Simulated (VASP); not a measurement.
# Mo (C2/c) in VASP: further runs

The runs below take Mo through single point, with PBEsol.

All numbers are computed with VASP 6.6.1; they aren't measurements. Logs are shortened: lines on timing, memory, paths and dates and some standing lists are left out, and cuts for length are marked.

## 1. The cell of the first run

The typed cell holds 2 atoms: a = 2.987 Å, b = 2.987 Å, c = 4.617 Å, α = 97.18°, β = 97.18°, γ = 127.87°.

## 2. Single point, PBEsol

The input, INCAR:

```
  PREC = Accurate
  ENCUT = 520
  EDIFF = 1E-7
  ISMEAR = -1
  SIGMA = 0.1
  LREAL = F
  LASPH = T
  NELM = 80
  ALGO = Normal
  ISIF = 2
  LWAVE = F
  LCHARG = T
  GGA = PS
  LELF = T
  LVHAR = T
  NBANDS = 21
```

The input, KPOINTS:

```
Automatic mesh
0
Gamma
  22 22 12
```

The input, POSCAR:

```
Mo
1.0
   -1.8974864381      1.8972516161      1.3124666747
    1.8972516161     -1.8974864381      1.3124666747
    3.1300867309      3.1300867309     -1.3128967516
Mo
2
Direct
    0.9999516566      0.0000483434      0.0000000000
    0.7500483434      0.2499516566      0.5000000000
```

Potentials or basis: VASP PAW PBE potentials, release 64 (Mo_sv).

Launch:

```sh
$ cat potpaw_PBE.64/Mo_sv/POTCAR > POTCAR
$ mpirun -np 1 vasp_std > vasp.out
```

OUTCAR:

```text
PREC = Accurate
   ENCUT = 520
   EDIFF = 1E-7
   ISMEAR = -1
   LREAL = F
   LASPH = T
   NELM = 80
   ISIF = 2
   GGA = PS

 ion  position               nearest neighbor table
   1  1.000  0.000  0.000-   2 2.67   2 2.67   2 2.67   2 2.67   2 3.25   2 3.25   2 3.25   2 3.25

   2  0.750  0.250  0.500-   1 2.67   1 2.67   1 2.67   1 2.67   1 3.25   1 3.25   1 3.25   1 3.25

  Warning from LATTYP: Got some problem with cell dimensions!
  Tried to take original basis but could not verify dimensions!
  LATTYP: Found a base centered monoclinic cell.
 ALAT       =     2.6249333704
 B/A-ratio  =     2.0444595213
 C/A-ratio  =     1.7587655123
 COS(beta)  =    -0.2840758552

  Lattice vectors:

 A1 = (   1.8974864381,  -1.8972516161,  -1.3124666747)
 A2 = (  -1.8972516161,   1.8974864381,  -1.3124666747)
 A3 = (   3.1298519089,   3.1298519089,   1.3120365978)

Analysis of symmetry for initial positions (statically):
=====================================================================
 Subroutine PRICEL returns:
 Original cell was already a primitive cell.

 Routine SETGRP: Setting up the symmetry group for a
 base centered monoclinic supercell.

 Subroutine GETGRP returns: Found  4 space group operations
 (whereof  2 operations were pure point group operations)
 out of a pool of  4 trial point group operations.

The static configuration has the point symmetry C_2 .
 The point group associated with its full space group is C_2h.

Analysis of symmetry for dynamics (positions and initial velocities):
=====================================================================
 Subroutine PRICEL returns:
 Original cell was already a primitive cell.

 Routine SETGRP: Setting up the symmetry group for a
 base centered monoclinic supercell.

 Subroutine GETGRP returns: Found  4 space group operations
 (whereof  2 operations were pure point group operations)
 out of a pool of  4 trial point group operations.

The dynamic configuration has the point symmetry C_2 .
 The point group associated with its full space group is C_2h.

 Subroutine INISYM returns: Found  4 space group operations
 (whereof  2 operations are pure point group operations),
 and found     1 'primitive' translations

----------------------------------------------------------------------------------------

                                     Primitive cell

  volume of cell :      31.1774

  direct lattice vectors                    reciprocal lattice vectors
[... 83 lines left out ...]
   LSORBIT =      F    spin-orbit coupling
   LASPH  =      T    aspherical Exc in radial PAW
   ENCUT  =  520.0 eV  38.22 Ry    6.18 a.u.   5.55  5.55  8.58*2*pi/ulx,y,z
   NELM   =     80;   NELMIN=  2; NELMDL= -5     # of ELM steps
   EDIFF  = 0.1E-06   stopping-criterion for ELM
   LREAL  =      F    real-space projection
   EDIFFG = 0.1E-05   stopping-criterion for IOM
   NSW    =      0    number of steps for IOM
   IBRION =     -1    ionic relax: 0-MD 1-quasi-New 2-CG
   NFREE  =      0    steps in history (QN), initial steepest desc. (CG)
   ISIF   =      2    stress and relaxation
   ISYM   =      2    0-nonsym 1-usesym 2-fastsym
   POTIM  = 0.5000    time-step for ionic-motion
   TEBEG  =    0.0;   TEEND  =   0.0 temperature during run
   PSTRESS=    0.0 pullay stress
   NELECT =      28.0000    total number of electrons
   NUPDOWN=      -1.0000    fix difference up-down
   EMIN   =  10.00;   EMAX   =-10.00  energy-range for DOS
   EFERMI =   0.00;   METHOD = LEGACY
   ISMEAR =    -1;   SIGMA  =   0.10  broadening in eV -4-tet -1-fermi 0-gaus
   EFERMI_NEDOS =   21; number of points for ismear=-14 and -15
   IALGO  =     38    algorithm
   IMIX   =      4    mixing-type and parameters
     AMIX     =   0.40;   BMIX     =  1.00
     AMIX_MAG =   1.60;   BMIX_MAG =  1.00
  volume/ion in A,a.u.               =      15.59       105.20
  Fermi-wavevector in a.u.,A,eV,Ry     =   1.579480  2.984784 33.943229  2.494757
  Thomas-Fermi vector in A             =   2.679853
   LORBIT       =      0    0 simple, 1 ext, 2 COOP (PROOUT), +10 PAW based schemes
   GGA     = PS    functional components
   LHFCALC =     F    Hartree Fock is set to
   AEXX    =    0.0000 exact exchange contribution
   IVDW    =     0    specifies the selected vdW correction
   LEPSILON=     F    determine dielectric tensor
   LRPA    =     F    only Hartree local field effects (RPA)
 non-spin polarized calculation
  energy-cutoff  :      520.00
  volume of cell :       31.18
 maximum number of plane-waves:       857
   NGX = 11   NGY = 11   NGZ = 17

 number of electron      27.9999999 magnetization

 Free energy of the ion-electron system (eV)
  ---------------------------------------------------
  ext. energy  EPLUGINS =         0.00000000
  ---------------------------------------------------
  free energy    TOTEN  =       -23.10362974 eV

  energy without entropy =      -23.05549584  energy(sigma->0) =      -23.07956279

 E-fermi :  12.2998     XC(G=0): -13.5201

 val. band max:       12.2968768861   @ k =   0.4091   0.1364   0.0000
 cond. band min:      12.3010503588   @ k =  -0.3182  -0.4091   0.3333
 fundamental gap:      0.0041734728
 Fermi energy:        12.2998217991

 k-point     1 :       0.0000    0.0000    0.0000
  band No.  band energies     occupation
      1     -48.6395      2.00000
      2     -48.3239      2.00000
      3     -23.4136      2.00000
      4     -22.4419      2.00000
      5     -22.0244      2.00000
      6     -21.8548      2.00000
[... 565 lines left out ...]
     20      20.1987      0.00000
     21      23.1279      0.00000

 [... further k-points ...]

------------------------ aborting loop because EDIFF is reached ----------------------------------------

  FORCE on cell =-STRESS in cart. coord.  units (eV):
  Direction    XX          YY          ZZ          XY          YZ          ZX
  --------------------------------------------------------------------------------------
  -------------------------------------------------------------------------------------
  Total        0.1073335      0.1073335      0.0676138      0.0156797      0.0012617      0.0012617
  in kB        5.5157634      5.5157634      3.4746097      0.8057622      0.0648381      0.0648389
  external PRESSURE =       4.8353788 kB  Pullay stress =       0.0000000 kB

 VOLUME and BASIS-vectors are now :
 -----------------------------------------------------------------------------
  energy-cutoff  :      520.00
  volume of cell :       31.18
      direct lattice vectors                 reciprocal lattice vectors
    -1.897486438  1.897251616  1.312466675    -0.051862239  0.211660562  0.380976349
     1.897251616 -1.897486438  1.312466675     0.211660562 -0.051862239  0.380976349
     3.130086731  3.130086731 -1.312896752     0.159745977  0.159745977  0.000028581

 POSITION                                       TOTAL-FORCE (eV/Angst)
 -----------------------------------------------------------------------------------
     -1.89730      1.89707      1.31247        -0.001309      0.001309     -0.000000
      0.61606      2.51379      0.65602         0.001309     -0.001309      0.000000
 -----------------------------------------------------------------------------------
    total drift:                               -0.000000      0.000000      0.000000

  FREE ENERGIE OF THE ION-ELECTRON SYSTEM (eV)
  ---------------------------------------------------
  free  energy   TOTEN  =       -23.1036297398 eV

  energy  without entropy=      -23.0554958386  energy(sigma->0) =      -23.07956279
```

OSZICAR:

```text
N       E                     dE             d eps       ncg     rms          rms(c)
DAV:   1     0.271378058030E+03    0.27138E+03   -0.16820E+04 64310   0.139E+03
DAV:   2    -0.188054400512E+02   -0.29018E+03   -0.28205E+03 72179   0.432E+02
DAV:   3    -0.244563921645E+02   -0.56510E+01   -0.55771E+01 73943   0.615E+01
DAV:   4    -0.244821498564E+02   -0.25758E-01   -0.25748E-01 70952   0.448E+00
DAV:   5    -0.244823244206E+02   -0.17456E-03   -0.17456E-03 75817   0.357E-01    0.226E+01
DAV:   6    -0.232820857631E+02    0.12002E+01   -0.22140E+00 72452   0.128E+01    0.634E+00
DAV:   7    -0.231150363904E+02    0.16705E+00   -0.43015E-01 76667   0.515E+00    0.118E+00
DAV:   8    -0.231036389947E+02    0.11397E-01   -0.98329E-03 68129   0.918E-01    0.258E-01
DAV:   9    -0.231036168188E+02    0.22176E-04   -0.27657E-04 87971   0.164E-01    0.965E-02
DAV:  10    -0.231036295913E+02   -0.12773E-04   -0.24824E-05 69967   0.451E-02    0.103E-02
DAV:  11    -0.231036298847E+02   -0.29333E-06   -0.13952E-06 76077   0.108E-02    0.561E-03
DAV:  12    -0.231036297493E+02    0.13536E-06   -0.75255E-08 45011   0.246E-03    0.517E-04
DAV:  13    -0.231036297398E+02    0.94683E-08   -0.54171E-09 40006   0.855E-04
   1 F= -.23103630E+02 E0= -.23079563E+02  d E =-.481339E-01
```

It took 4.8 min on 1 thread of Intel Xeon 6975P-C (Granite Rapids), shared host; peak memory 0.8 GiB.

Results:

* Free energy: -23.1036 eV
* Pressure: 0.5 GPa
* Band gap on the k mesh: zero (bands 14 and 15 overlap by 1.95 eV)

Caveat: the PAW data sets were made with another functional, which shifts forces and pressure a little.

## 3. Single point, PBEsol (17.46 Å³/atom)

This run uses another cell than the first one, of 17.46 Å³/atom.

The input, INCAR:

```
SYSTEM = Mo
  PREC = Accurate
  ENCUT = 520
  EDIFF = 1E-7
  ISMEAR = -1
  SIGMA = 0.1
  LREAL = .False.
  LASPH = .True.
  NELM = 80
  ALGO = Normal
  ISIF = 2
  LWAVE = .False.
  LCHARG = .False.
  GGA = PS
  NBANDS = 21
```

The input, KPOINTS:

```
Automatic mesh
0
Gamma
  15 15 8
  0 0 0
```

The input, POSCAR:

```
Mo
1.0
   -1.9705374276      1.9702935653      1.3629950934
    1.9702935653     -1.9705374276      1.3629950934
    3.2505913777      3.2505913777     -1.3634417278
Mo
2
Direct
    0.9999516566      0.0000483434      0.0000000000
    0.7500483434      0.2499516566      0.5000000000
```

Potentials or basis: VASP PAW PBE potentials, release 64 (Mo_sv).

Launch:

```sh
$ cat potpaw_PBE.64/Mo_sv/POTCAR > POTCAR
$ mpirun -np 1 vasp_std > vasp.out
```

Run time: 7.7 min. Hardware: 1 thread of Oxide Virtual Turin-like, shared host; peak memory 0.33 GiB.

It converged, with:

* Free energy: -22.8110 eV
* Pressure: -23.2 GPa
* Band gap on the k mesh: zero (bands 14 and 15 overlap by 1.27 eV)

Stress tensor (GPa, compression positive):
```
-23.15  -1.07  -0.01
 -1.07 -23.15  -0.01
 -0.01  -0.01 -23.38
```

Levels at points of the mesh, in eV from the Fermi level:
```
           k point  band 10  band 11  band 12  band 13  band 14  band 15  band 16  band 17  band 18  band 19
(0.00, 0.00, 0.00)    -4.43    -2.14    -1.94    -0.97     0.43     0.84     0.86     1.63     1.98     2.03
(0.00, 0.00, 0.50)    -4.79    -1.86    -1.86    -1.27    -1.27     0.30     0.30     1.32     1.32     2.85
```

Caveat: the cell stands under tension; the PAW data sets were made with another functional, which shifts forces and pressure a little.

## 4. Single point, PBEsol

The input, INCAR:

```
SYSTEM = Mo
  ALGO = Normal
  EDIFF = 1E-6
  ENCUT = 520
  GGA = PS
  ISIF = 2
  ISMEAR = -1
  ISYM = 0
  LASPH = .True.
  LCHARG = .False.
  LREAL = .False.
  LWAVE = .False.
  NBANDS = 21
  NELM = 80
  PREC = Accurate
  SIGMA = 0.1
```

The input, KPOINTS:

```
k-points
0
Gamma
  13 13 9
  0 0 0
```

The input, POSCAR:

```
Mo
1.0
   -1.8974864381      1.8972516161      1.3124666747
    1.8972516161     -1.8974864381      1.3124666747
    3.1300867309      3.1300867309     -1.3128967516
Mo
2
Direct
    0.9999516566      0.0000483434      0.0000000000
    0.7500483434      0.2499516566      0.5000000000
```

Launch:

```sh
$ cat potpaw_PBE.64/Mo_sv/POTCAR > POTCAR
$ mpirun -np 1 vasp_std > vasp.out
```

It took 8.6 min on 1 thread of Oxide Virtual Turin-like, shared host; peak memory 0.43 GiB.

It converged, with:

| Item | Value |
| --- | --- |
| Free energy | -23.1012 eV |
| Pressure | 0.5 GPa |
| Band gap on the k mesh | zero (bands 14 and 15 overlap by 1.69 eV) |

Levels at points of the mesh, in eV from the Fermi level:
```tsv
k point	band 11	band 12	band 13	band 14	band 15	band 16	band 17	band 18
(0.00, 0.00, 0.00)	-2.48	-2.26	-1.17	0.44	0.89	0.94	2.05	2.27
```

Caveat: the PAW data sets were made with another functional, which shifts forces and pressure a little.

## 5. The runs side by side

```csv
cell,k mesh,gap on the mesh (eV),pressure (GPa)
"a = 2.987, b = 2.987, c = 4.617 Å, angles 97.2, 97.2, 127.9°, 2 atoms",22 × 22 × 12,none,0.5
"a = 3.102, b = 3.102, c = 4.795 Å, angles 97.2, 97.2, 127.9°, 2 atoms",15 × 15 × 8,none,-23.2
"a = 2.987, b = 2.987, c = 4.617 Å, angles 97.2, 97.2, 127.9°, 2 atoms",13 × 13 × 9,none,0.5
```

Alike in all rows: task single point; level PBEsol; potentials or basis VASP PAW PBE potentials, release 64 (Mo_sv); no spin polarisation; cutoff (eV) 520; smearing fermi-dirac 0.1 eV.

Caveats: the PAW data sets were made with another functional, which shifts forces and pressure a little; the cell stands under tension (at least some runs).

Total energies depend on the potentials used, so only differences within one code and one set of settings carry meaning.
